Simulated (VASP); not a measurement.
A run of VASP 6.6.1:

The input INCAR:

```
PREC = Accurate ; ENCUT = 520
EDIFF = 1E-6 ; ISMEAR = 0
SIGMA = 0.1 ; LREAL = False
LASPH = True ; NELM = 60
ALGO = Fast ; ISIF = 2
LWAVE = False ; LCHARG = False
GGA = PE ; NBANDS = 15
```

The input KPOINTS:

```
regular mesh
0
Gamma
  6 6 6
```

File POSCAR:

```
RbRe
1.0
    3.7386646953      0.0000000000      0.0000000000
    0.0000000000      3.7386646953      0.0000000000
    0.0000000000      0.0000000000      3.7386646953
Rb Re
1 1
Direct
    0.5000000000      0.5000000000      0.5000000000
    0.0000000000      0.0000000000      0.0000000000
```

Potentials or basis: VASP PAW PBE potentials, release 64 (Rb_sv, Re).

Run with:

```console
$ cat potpaw_PBE.64/Rb_sv/POTCAR potpaw_PBE.64/Re/POTCAR > POTCAR
$ mpirun -np 1 vasp_std > vasp.out
```

Hardware: 1 thread of Intel(R) Xeon(R) Platinum 8375C CPU @ 2.90GHz (Ice Lake) (shared host).

Task: Estimate the wall time of this run.

Result: Run time: 36 s on 1 thread of Intel(R) Xeon(R) Platinum 8375C CPU @ 2.90GHz (Ice Lake), on a shared host, peak memory 0.16 GiB. Counts: scf iterations 26, k points 20.
